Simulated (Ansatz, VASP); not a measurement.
**Two plane-wave programs on KZn**

Contents of INCAR:

```
PREC = Accurate
ENCUT = 600
EDIFF = 1E-7
ISMEAR = -1
SIGMA = 0.05
LREAL = False
LASPH = True
NELM = 80
ALGO = Normal
ISIF = 3
LWAVE = False
LCHARG = False
GGA = PE
IBRION = 2
NSW = 70
EDIFFG = -0.005
```

File KPOINTS:

```
regular mesh
0
Gamma
  10 10 10
```

POSCAR

```
KZn
1.0
    4.3563395476      0.0000000000      0.0000000000
    0.0000000000      4.3563395476      0.0000000000
    0.0000000000      0.0000000000      4.3563395476
K Zn
1 1
Direct
    0.0000000000      0.0000000000      0.0000000000
    0.5000000000      0.5000000000      0.5000000000
```

Input for Ansatz:

```yaml
crystal:
  lattice:
    - [4.3563395476, 0.0, 0.0]
    - [0.0, 4.3563395476, 0.0]
    - [0.0, 0.0, 4.3563395476]
  atoms:
    - { symbol: K, position: [0.0, 0.0, 0.0] }
    - { symbol: Zn, position: [0.5, 0.5, 0.5] }
kpoints:
  mp_grid: { grid: [10, 10, 10] }
scf:
  occupations: { method: fermi_dirac, width: 0.05 }
hamiltonian:
  xc: pbe
  pseudopotentials: { kind: paw }
output:
  forces: true
  stress: true
relax:
  f_tol: 0.005
  max_steps: 50
  cell: {}
```

Alike in both runs: task relaxation of cell and atoms; functional PBE; k mesh 10 × 10 × 10; occupations fermi-dirac, width 0.05 eV; no spin polarisation.

|  | VASP | Ansatz |
| --- | --- | --- |
| version | VASP 6.6.1 | Ansatz 0.2.0 |
| potentials or method | VASP PAW PBE potentials, release 64 (K_sv, Zn) | PAW with Ansatz's default frozen-core files, scalar-relativistic |
| plane-wave cutoff (eV) | 600 | 420 |
| valence electrons in the cell | 21 | 21 |

Ansatz gave:

| Property | Result |
| --- | --- |
| relaxed volume (Å³/atom) | 37.27 |
| relaxed cell length with the largest relative difference (Å) | 4.208 |

Q: What did VASP give for the same quantities?

A: Relaxed volume (Å³/atom): 37.16; relaxed cell length with the largest relative difference (Å): 4.204.
